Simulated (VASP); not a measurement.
Input of a VASP 6.6.1 run:

The input POSCAR:

```
CSe2
1.0
    3.5697670000     -2.9947800000      0.0000000000
    3.5697670000      2.9947800000      0.0000000000
    0.0000000000      0.0000000000      9.4626520000
Se C
4 2
Direct
    0.2124220000      0.7875780000      0.8793850000
    0.7875780000      0.2124220000      0.1206150000
    0.2875780000      0.7124220000      0.3793850000
    0.7124220000      0.2875780000      0.6206150000
    0.0000000000      0.0000000000      0.0000000000
    0.5000000000      0.5000000000      0.5000000000
```

INCAR.step1

```
SYSTEM = CSe2
  ALGO = Normal
  EDIFF = 1E-4
  ENCUT = 520
  GGA = PE
  ISMEAR = -1
  LASPH = .True.
  LCHARG = .False.
  LREAL = .False.
  LWAVE = .True.
  NBANDS = 25
  NELM = 80
  PREC = Accurate
  SIGMA = 0.05
```

INCAR.step2

```
SYSTEM = CSe2
  ALGO = Normal
  EDIFF = 1E-7
  ENCUT = 520
  ISIF = 2
  ISMEAR = -1
  ISTART = 1
  IVDW = 12
  LASPH = .True.
  LCHARG = .False.
  LMIXTAU = .True.
  LREAL = .False.
  LWAVE = .False.
  METAGGA = R2SCAN
  NBANDS = 25
  NELM = 80
  PREC = Accurate
  SIGMA = 0.05
  VDW_A1 = 0.49484001
  VDW_A2 = 5.73083694
  VDW_S6 = 1.0
  VDW_S8 = 0.78981345
```

Contents of KPOINTS:

```
k-points
0
Gamma
  6 6 3
  0 0 0
```

Potentials or basis: VASP PAW PBE potentials, release 64 (Se, C).

The run is started by

```bash
$ cat potpaw_PBE.64/Se/POTCAR potpaw_PBE.64/C/POTCAR > POTCAR
$ cp INCAR.step1 INCAR
$ mpirun -np 1 vasp_std > vasp.out
$ cp INCAR.step2 INCAR
$ mpirun -np 1 vasp_std > vasp.out
```

Task: Predict the pressure.

Result: -1.6 GPa.

Task: Predict the dispersion energy per atom.

Result: -0.081 eV.

Task: What does it give for the band gap on the k mesh?

Result: 2.59 eV (least direct gap 2.72 eV).

Forces in eV/Å, atoms in the order of the input:
```
Se   0.000  0.396  0.344
Se   0.000 -0.396 -0.344
Se   0.000 -0.396  0.344
Se   0.000  0.396 -0.344
C    0.000  0.000  0.000
C    0.000  0.000  0.000
```

Caveat: three body term missing; the PAW data sets were made with another functional, which shifts forces and pressure a little; an odd mesh through Γ misses points on the zone boundary, where band edges can lie.
